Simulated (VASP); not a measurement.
# K (Im-3m) in VASP: single point with PBE

Aim: the single point of K with PBE.

Program: VASP 6.6.1. These are calculated values, not measurements. Logs are shortened: lines on timing, memory, paths and dates and some standing lists are left out, and cuts for length are marked.

## Step 1: The cell of the first run

It takes space group Im-3m (No. 229, cubic). Conventional cell: a = 5.236 Å, b = 5.236 Å, c = 5.236 Å, α = 90.00°, β = 90.00°, γ = 90.00°.

## Step 2: Single point, PBE

INCAR

```
SYSTEM = K
PREC = Accurate
ENCUT = 520
EDIFF = 1E-6
ISMEAR = 0
SIGMA = 0.15
LREAL = .False.
LASPH = .True.
NELM = 60
ALGO = Fast
ISIF = 2
LWAVE = .False.
LCHARG = .False.
GGA = PE
NBANDS = 10
```

KPOINTS

```
Automatic mesh
0
Gamma
  14 14 14
  0 0 0
```

POSCAR

```
K
1.0
   -2.6180000000      2.6180000000      2.6180000000
    2.6180000000     -2.6180000000      2.6180000000
    2.6180000000      2.6180000000     -2.6180000000
K
1
Direct
    0.0000000000      0.0000000000      0.0000000000
```

Potentials or basis: VASP PAW PBE potentials, release 64 (K_sv).

Run with:

```sh
$ cat potpaw_PBE.64/K_sv/POTCAR > POTCAR
$ mpirun -np 1 vasp_std > vasp.out
```

OUTCAR:

```text
SYSTEM = K
   PREC = Accurate
   ENCUT = 520
   EDIFF = 1E-6
   ISMEAR = 0
   LREAL = .False.
   LASPH = .True.
   NELM = 60
   ISIF = 2
   GGA = PE

 ion  position               nearest neighbor table
   1  0.000  0.000  0.000-

  LATTYP: Found a body centered cubic cell.
 ALAT       =     5.2360000000

  Lattice vectors:

 A1 = (  -2.6180000000,   2.6180000000,   2.6180000000)
 A2 = (   2.6180000000,  -2.6180000000,   2.6180000000)
 A3 = (   2.6180000000,   2.6180000000,  -2.6180000000)

Analysis of symmetry for initial positions (statically):
=====================================================================
 Subroutine PRICEL returns:
 Original cell was already a primitive cell.

 Routine SETGRP: Setting up the symmetry group for a
 body centered cubic supercell.

 Subroutine GETGRP returns: Found 48 space group operations
 (whereof 48 operations were pure point group operations)
 out of a pool of 48 trial point group operations.

The static configuration has the point symmetry O_h .

Analysis of symmetry for dynamics (positions and initial velocities):
=====================================================================
 Subroutine PRICEL returns:
 Original cell was already a primitive cell.

 Routine SETGRP: Setting up the symmetry group for a
 body centered cubic supercell.

 Subroutine GETGRP returns: Found 48 space group operations
 (whereof 48 operations were pure point group operations)
 out of a pool of 48 trial point group operations.

The dynamic configuration has the point symmetry O_h .

 Subroutine INISYM returns: Found 48 space group operations
 (whereof 48 operations are pure point group operations),
 and found     1 'primitive' translations

----------------------------------------------------------------------------------------

                                     Primitive cell

  volume of cell :      71.7743

  direct lattice vectors                    reciprocal lattice vectors
    -2.618000000  2.618000000  2.618000000     0.000000000  0.190985485  0.190985485
     2.618000000 -2.618000000  2.618000000     0.190985485  0.000000000  0.190985485
     2.618000000  2.618000000 -2.618000000     0.190985485  0.190985485  0.000000000

  length of vectors
     4.534509014  4.534509014  4.534509014     0.270094263  0.270094263  0.270094263

  position of ions in fractional coordinates (direct lattice)
     0.000000000  0.000000000  0.000000000

  ion indices of the primitive-cell ions
   primitive index   ion index
                 1           1

----------------------------------------------------------------------------------------

 KPOINTS: Automatic mesh

Automatic generation of k-mesh.
 Grid dimensions read from file:
 generate k-points for:   14   14   14

 Generating k-lattice:

  Cartesian coordinates                     Fractional coordinates (reciprocal lattice)
     0.000000000  0.013641820  0.013641820     0.071428571  0.000000000  0.000000000
     0.013641820  0.000000000  0.013641820     0.000000000  0.071428571  0.000000000
     0.013641820  0.013641820  0.000000000     0.000000000  0.000000000  0.071428571

  Length of vectors
     0.019292447  0.019292447  0.019292447

  Shift w.r.t. Gamma in fractional coordinates (k-lattice)
     0.000000000  0.000000000  0.000000000

 Subroutine IBZKPT returns following result:
 ===========================================

 Found    104 irreducible k-points:

 Following reciprocal coordinates:
            Coordinates               Weight
  0.000000  0.000000  0.000000      1.000000
  0.071429  0.000000  0.000000     12.000000
  0.142857  0.000000  0.000000     12.000000
  0.214286  0.000000  0.000000     12.000000
  0.285714  0.000000  0.000000     12.000000
  0.357143  0.000000  0.000000     12.000000
[... 16 lines left out ...]
  0.285714  0.285714  0.000000     24.000000
  0.357143  0.285714  0.000000     24.000000
 [... further k-points ...]
   k-points           NKPTS =    104   k-points in BZ     NKDIM =    104   number of bands    NBANDS=     10
   number of dos      NEDOS =    301   number of ions     NIONS =      1
   total plane-waves  NPLWV =  46656
   dimension x,y,z NGX =    36 NGY =   36 NGZ =   36
   dimension x,y,z NGXF=    72 NGYF=   72 NGZF=   72
   ions per type =               1
   NGX,Y,Z   is equivalent  to a cutoff of  13.20, 13.20, 13.20 a.u.
   NGXF,Y,Z  is equivalent  to a cutoff of  26.40, 26.40, 26.40 a.u.
 SYSTEM =  K
   PREC   = accura    normal or accurate (medium, high low for compatibility)
   ISTART =      0    job   : 0-new  1-cont  2-samecut
   ICHARG =      2    charge: 1-file 2-atom 10-const
   ISPIN  =      1    spin polarized calculation?
   LNONCOLLINEAR =      F non collinear calculations
   LSORBIT =      F    spin-orbit coupling
   LASPH  =      T    aspherical Exc in radial PAW
   ENCUT  =  520.0 eV  38.22 Ry    6.18 a.u.   8.43  8.43  8.43*2*pi/ulx,y,z
   NELM   =     60;   NELMIN=  2; NELMDL= -5     # of ELM steps
   EDIFF  = 0.1E-05   stopping-criterion for ELM
   LREAL  =      F    real-space projection
   EDIFFG = 0.1E-04   stopping-criterion for IOM
   NSW    =      0    number of steps for IOM
   IBRION =     -1    ionic relax: 0-MD 1-quasi-New 2-CG
   NFREE  =      0    steps in history (QN), initial steepest desc. (CG)
   ISIF   =      2    stress and relaxation
   ISYM   =      2    0-nonsym 1-usesym 2-fastsym
   POTIM  = 0.5000    time-step for ionic-motion
   TEBEG  =    0.0;   TEEND  =   0.0 temperature during run
   PSTRESS=    0.0 pullay stress
   NELECT =       9.0000    total number of electrons
   NUPDOWN=      -1.0000    fix difference up-down
   EMIN   =  10.00;   EMAX   =-10.00  energy-range for DOS
   EFERMI =   0.00;   METHOD = LEGACY
   ISMEAR =     0;   SIGMA  =   0.15  broadening in eV -4-tet -1-fermi 0-gaus
   EFERMI_NEDOS =   21; number of points for ismear=-14 and -15
   IALGO  =     68    algorithm
   IMIX   =      4    mixing-type and parameters
     AMIX     =   0.40;   BMIX     =  1.00
     AMIX_MAG =   1.60;   BMIX_MAG =  1.00
  volume/ion in A,a.u.               =      71.77       484.36
  Fermi-wavevector in a.u.,A,eV,Ry     =   0.819406  1.548454  9.135317  0.671427
  Thomas-Fermi vector in A             =   1.930206
   LORBIT       =      0    0 simple, 1 ext, 2 COOP (PROOUT), +10 PAW based schemes
   GGA     = PE    functional components
   LHFCALC =     F    Hartree Fock is set to
   AEXX    =    0.0000 exact exchange contribution
   IVDW    =     0    specifies the selected vdW correction
   LEPSILON=     F    determine dielectric tensor
   LRPA    =     F    only Hartree local field effects (RPA)
 non-spin polarized calculation
 RMM-DIIS sequential band-by-band and
 Gauss-broadening in eV      SIGMA  =   0.15
  energy-cutoff  :      520.00
  volume of cell :       71.77
 maximum number of plane-waves:      1961
 NGX is ok and might be reduce to    36
   NGX = 17   NGY = 17   NGZ = 17

 number of electron       9.0000001 magnetization

 Free energy of the ion-electron system (eV)
  ---------------------------------------------------
  ext. energy  EPLUGINS =         0.00000000
  ---------------------------------------------------
  free energy    TOTEN  =        -1.05107459 eV

  energy without entropy =       -1.04243465  energy(sigma->0) =       -1.04675462

 E-fermi :  -0.0645     XC(G=0):  -5.7105

 val. band max:       -0.0861087413   @ k =   0.2857   0.2143   0.0000
 cond. band min:      -0.0428677594   @ k =   0.3571   0.0714   0.0714
 fundamental gap:      0.0432409820
 Fermi energy:        -0.0645247117

 k-point     1 :       0.0000    0.0000    0.0000
  band No.  band energies     occupation
      1     -32.1843      2.00000
      2     -15.6319      2.00000
      3     -15.6319      2.00000
      4     -15.6319      2.00000
      5      -2.2568      2.00000
      6       4.2525      0.00000
      7       4.2525      0.00000
      8       4.2525      0.00000
      9       5.1770      0.00000
     10       5.1770      0.00000

 k-point     2 :       0.0714    0.0000    0.0000
  band No.  band energies     occupation
      1     -32.1841      2.00000
      2     -15.6356      2.00000
      3     -15.6332      2.00000
      4     -15.6319      2.00000
      5      -2.1920      2.00000
      6       4.1612      0.00000
      7       4.1665      0.00000
      8       4.3047      0.00000
      9       5.0481      0.00000
     10       5.1595      0.00000

 k-point     3 :       0.1429    0.0000    0.0000
  band No.  band energies     occupation
      1     -32.1835      2.00000
      2     -15.6460      2.00000
      3     -15.6366      2.00000
      4     -15.6319      2.00000
      5      -1.9997      2.00000
      6       3.7974      0.00000
      7       3.9535      0.00000
      8       4.4600      0.00000
      9       4.9295      0.00000
     10       5.1265      0.00000

 k-point     4 :       0.2143    0.0000    0.0000
  band No.  band energies     occupation
      1     -32.1825      2.00000
      2     -15.6609      2.00000
      3     -15.6416      2.00000
      4     -15.6319      2.00000
      5      -1.6865      2.00000
      6       3.2124      0.00000
      7       3.6960      0.00000
      8       4.7151      0.00000
      9       4.9620      0.00000
     10       5.1176      0.00000
[... 222 lines left out ...]
 k-point    22 :       0.3571    0.2143   -0.0000
  band No.  band energies     occupation
      1     -32.1794      2.00000
      2     -15.6949      2.00000
      3     -15.6670      2.00000
      4     -15.6395      2.00000
      5       0.5131      0.00000
      6       1.1351      0.00000
      7       2.3133      0.00000
      8       4.5640      0.00000
      9       5.3269      0.00000
     10       5.6161      0.00000

 k-point    23 :       0.2857    0.2857    0.0000
  band No.  band energies     occupation
      1     -32.1793      2.00000
      2     -15.6909      2.00000
      3     -15.6712      2.00000
      4     -15.6405      2.00000
      5       0.4689      0.00000
      6       1.4934      0.00000
      7       1.9601      0.00000
      8       4.6113      0.00000
      9       5.1509      0.00000
     10       5.6033      0.00000

 k-point    24 :       0.3571    0.2857    0.0000
  band No.  band energies     occupation
      1     -32.1792      2.00000
      2     -15.6879      2.00000
      3     -15.6767      2.00000
      4     -15.6410      2.00000
      5       1.0061      0.00000
      6       1.0878      0.00000
      7       1.7725      0.00000
      8       4.5569      0.00000
      9       5.2884      0.00000
     10       5.4326      0.00000

 [... further k-points ...]

------------------------ aborting loop because EDIFF is reached ----------------------------------------

  FORCE on cell =-STRESS in cart. coord.  units (eV):
  Direction    XX          YY          ZZ          XY          YZ          ZX
  --------------------------------------------------------------------------------------
  -------------------------------------------------------------------------------------
  Total        0.0454606      0.0454606      0.0454606     -0.0000000     -0.0000000      0.0000000
  in kB        1.0147925      1.0147925      1.0147925     -0.0000000     -0.0000000      0.0000000
  external PRESSURE =       1.0147925 kB  Pullay stress =       0.0000000 kB

 VOLUME and BASIS-vectors are now :
 -----------------------------------------------------------------------------
  energy-cutoff  :      520.00
  volume of cell :       71.77
      direct lattice vectors                 reciprocal lattice vectors
    -2.618000000  2.618000000  2.618000000     0.000000000  0.190985485  0.190985485
     2.618000000 -2.618000000  2.618000000     0.190985485  0.000000000  0.190985485
     2.618000000  2.618000000 -2.618000000     0.190985485  0.190985485  0.000000000

 POSITION                                       TOTAL-FORCE (eV/Angst)
 -----------------------------------------------------------------------------------
      0.00000      0.00000      0.00000         0.000000     -0.000000      0.000000
 -----------------------------------------------------------------------------------
    total drift:                               -0.000000     -0.000000      0.000000

  FREE ENERGIE OF THE ION-ELECTRON SYSTEM (eV)
  ---------------------------------------------------
  free  energy   TOTEN  =        -1.0510745949 eV

  energy  without entropy=       -1.0424346532  energy(sigma->0) =       -1.04675462
```

Run time: 1.7 min. Hardware: 1 thread of AMD EPYC 7R43 (Zen 3), shared host; peak memory 0.2 GiB.

What came out:

```
Free energy            : -1.0511 eV
Pressure               : 0.1 GPa
Band gap on the k mesh : zero (an odd number of electrons rules out a gap without spin polarisation)
```
